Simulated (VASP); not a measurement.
Wanted: the native input for a VASP 6.6.1 run.

```yaml
Task: single point
Functional: r2SCAN
Potentials_or_basis: VASP PAW PBE potentials, release 64 (Ti_sv, O)
Cutoff: 520 eV
k_mesh: 8 × 8 × 8
Occupations: gaussian, width 0.05 eV
Spin: no spin polarisation
Dipole_correction: no
Further_INCAR_settings: ALGO = Normal; EDIFF = 1e-06; NBANDS = 33
```

The system is TiO2.

```xyz
6
Lattice="-1.8323 1.8323 4.7195 1.8323 -1.8323 4.7195 1.8323 1.8323 -4.7195" Properties=species:S:1:pos:R:3 pbc="T T T"
Ti    0.0000    0.0000    0.0000
Ti    0.0000    1.8323    2.3598
O     0.0000    0.0000    1.9568
O     0.0000    1.8323    4.3165
O     0.0000    1.8323    0.4030
O     0.0000    0.0000    7.4823
```

This cell differs from its parent crystal: strain -0.030 along x and y, -0.015 along z.

The input as run:

POSCAR

```
TiO2
1.0
   -1.8323030467      1.8323030467      4.7195279246
    1.8323030467     -1.8323030467      4.7195279246
    1.8323030467      1.8323030467     -4.7195279246
Ti O
2 4
Direct
    0.0000000000      0.0000000000      0.0000000000
    0.7500000000      0.2500000000      0.5000000000
    0.2073045411      0.2073045411      0.0000000000
    0.9573045411      0.4573045411      0.5000000000
    0.5426954589      0.0426954589      0.5000000000
    0.7926954589      0.7926954589      0.0000000000
```

INCAR.step1

```
SYSTEM = TiO2
PREC = Accurate ; ENCUT = 520
ISMEAR = 0 ; SIGMA = 0.05
LREAL = .False. ; LASPH = .True.
NELM = 80 ; NBANDS = 33
GGA = PE ; ALGO = Normal
EDIFF = 1E-4 ; LWAVE = .True.
LCHARG = .False.
```

INCAR.step2

```
SYSTEM = TiO2
PREC = Accurate ; ENCUT = 520
EDIFF = 1E-6 ; ISMEAR = 0
SIGMA = 0.05 ; LREAL = .False.
LASPH = .True. ; NELM = 80
ALGO = Normal ; ISIF = 2
LWAVE = .False. ; LCHARG = .True.
METAGGA = R2SCAN ; LMIXTAU = .True.
LELF = .True. ; LVHAR = .True.
NBANDS = 33 ; ISTART = 1
```

KPOINTS

```
regular mesh
0
Gamma
  8 8 8
  0 0 0
```

Potentials or basis: VASP PAW PBE potentials, release 64 (Ti_sv, O).

The run is started by

```sh
$ cat potpaw_PBE.64/Ti_sv/POTCAR potpaw_PBE.64/O/POTCAR > POTCAR
$ cp INCAR.step1 INCAR
$ mpirun -np 1 vasp_std > vasp.out
$ cp INCAR.step2 INCAR
$ mpirun -np 1 vasp_std > vasp.out
```

Results of the run:

```yaml
Pressure: 21.8 GPa
Largest_force: 0.237 eV/Å
Band_gap_on_the_k_mesh: 2.81 eV (least direct gap 3.13 eV)
```

Caveat: the cell differs from its parent crystal (strain -0.030 along x and y, -0.015 along z); the cell stands under pressure; the PAW data sets were made with another functional, which shifts forces and pressure a little.

It took 18 min on 1 thread of Intel Xeon 8259CL (shared host), peak memory 0.31 GiB.
